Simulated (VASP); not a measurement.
Write the native input for VASP 6.6.1 that does the following.

```
Task                   : single point
Functional             : LDA
Potentials or basis    : VASP PAW LDA potentials, release 64 (Sn_d, Se)
Cutoff                 : 520 eV
k mesh                 : 8 × 8 × 8
Occupations            : gaussian, width 0.05 eV
Spin                   : no spin polarisation
Dipole correction      : no
Further INCAR settings : ALGO = Normal; EDIFF = 1e-07; NBANDS = 17
```

The structure of SnSe lies in POSCAR:

```
SnSe
1.0
    0.0000000000      2.9908474867      2.9466477701
    2.9466477701      0.0000000000      2.9466477701
    2.9466477701      2.9908474867      0.0000000000
Sn Se
1 1
Direct
    0.0000000000      0.0000000000      0.0000000000
    0.5000000000      0.5000000000      0.5000000000
```

This cell differs from its parent crystal: strain +0.0150 x Voigt [0, 1, 0, 0, 0, 0].

These files were run (other wordings do the same):

INCAR

```
SYSTEM = SnSe
PREC = Accurate ; ENCUT = 520
EDIFF = 1E-7 ; ISMEAR = 0
SIGMA = 0.05 ; LREAL = .FALSE.
LASPH = .TRUE. ; NELM = 80
ALGO = Normal ; ISIF = 2
LWAVE = .FALSE. ; LCHARG = .TRUE.
GGA = CA ; LELF = .TRUE.
LVHAR = .TRUE. ; NBANDS = 17
```

KPOINTS

```
regular mesh
0
G
  8 8 8
  0 0 0
```

Potentials or basis: VASP PAW LDA potentials, release 64 (Sn_d, Se).

Command:

```console
$ cat potpaw_LDA.64/Sn_d/POTCAR potpaw_LDA.64/Se/POTCAR > POTCAR
$ mpirun -np 1 vasp_std > vasp.out
```

Results of the run:

```json
{"Pressure": "-0.8 GPa", "Band gap on the k mesh": "0.76 eV, indirect (least direct gap 0.85 eV)"}
```

Caveat: the cell differs from its parent crystal (strain +0.0150 x Voigt [0, 1, 0, 0, 0, 0]); spin-orbit coupling is left out, which moves the levels of the heavy elements.

Run time: 24 s on 1 thread of AMD EPYC 9R45 96-Core Processor (Zen 5) (shared host), peak memory 0.15 GiB.
